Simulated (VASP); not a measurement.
Write the native input for VASP 6.6.1 that does the following.

```
Task                   : single point
Functional             : PBE
Potentials or basis    : VASP PAW PBE potentials, release 64 (La, Zr_sv, O)
Cutoff                 : 520 eV
k mesh                 : 12 × 12 × 6
Occupations            : gaussian, width 0.1 eV
Spin                   : no spin polarisation
Dipole correction      : no
Further INCAR settings : ALGO = Normal; EDIFF = 1e-06; NBANDS = 34
```

The structure of La2Zr2O lies in POSCAR:

```
La2Zr2O
1.0
    5.1912080699      0.0000000000      0.0000000000
   -2.5956040349      4.4957180648      0.0000000000
    0.0000000000      0.0000000000      6.5194849973
La Zr O
2 2 1
Direct
    0.3333333333      0.6666666667      0.5000000000
    0.6666666667      0.3333333333      0.5000000000
    0.0000000000      0.0000000000      0.8063015683
    0.0000000000      0.0000000000      0.1936984317
    0.0000000000      0.0000000000      0.5000000000
```

These files were run (other wordings do the same):

INCAR

```
PREC     = Accurate       # precision mode
ENCUT    = 520            # plane-wave cutoff, eV
EDIFF    = 1E-6           # SCF threshold, eV
ISMEAR   = 0              # smearing method
SIGMA    = 0.1            # smearing width, eV
LREAL    = F              # projectors in reciprocal space
LASPH    = T              # aspherical terms in the spheres
NELM     = 100            # most SCF steps
ALGO     = Normal         # electronic algorithm
ISIF     = 2              # what is computed and relaxed
LWAVE    = F              # write WAVECAR
LCHARG   = F              # write CHGCAR
GGA      = PE             # functional
NBANDS   = 34             # bands
```

KPOINTS

```
regular mesh
0
Gamma
  12 12 6
```

Potentials or basis: VASP PAW PBE potentials, release 64 (La, Zr_sv, O).

Run with:

```sh
$ cat potpaw_PBE.64/La/POTCAR potpaw_PBE.64/Zr_sv/POTCAR potpaw_PBE.64/O/POTCAR > POTCAR
$ mpirun -np 1 vasp_std > vasp.out
```

Results of the run:

- Pressure: 0.0 GPa
- Largest force: 0.005 eV/Å
- Band gap on the k mesh: zero (band 26 reaches 6.44 eV, above the bottom of band 27 at 5.96 eV)

Caveat: spin-orbit coupling is left out, which moves the levels of the heavy elements.

Run time: 20 min on 1 thread of Intel(R) Xeon(R) Platinum 8259CL CPU @ 2.50GHz (Skylake/Cascade Lake) (shared host), peak memory 0.55 GiB.
